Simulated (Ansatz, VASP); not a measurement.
**One calculation of NiO, two programs**

```xyz
2
Lattice="0.0000 2.0943 2.0943 2.0943 0.0000 2.0943 2.0943 2.0943 0.0000" Properties=species:S:1:pos:R:3 pbc="T T T"
Ni    0.0000    0.0000    0.0000
O     2.0943    2.0943    2.0943
```

Alike in both runs: task single point; functional r2SCAN; k mesh 14 × 14 × 14; occupations gaussian, width 0.05 eV; collinear spin.

```csv
,VASP,Ansatz
version,VASP 6.6.1,Ansatz 0.2.0
potentials or method,"VASP PAW PBE potentials, release 64 (Ni_sv_GW, O), cutoff 770 eV","scalar-relativistic, plane waves, PAW"
valence electrons in the cell,24,24
```

```tsv
	VASP	Ansatz	Ansatz less VASP
gap on the k mesh at the Fermi level (eV)	0.85	0.82	-0.027
least direct gap on the mesh (eV)	1.75	1.71	-0.035
pressure (GPa)	-0.4	0.0	+0.36
net moment per atom (μB)	1.00	1.00	0.000
size of the moment on the site where the two differ most (μB)	1.70	1.67	-0.034
```

VASP's potentials were made for PBE, not for r2SCAN. Site moments also hang on the region over which each program counts them. Ansatz's warnings: stability check not made.
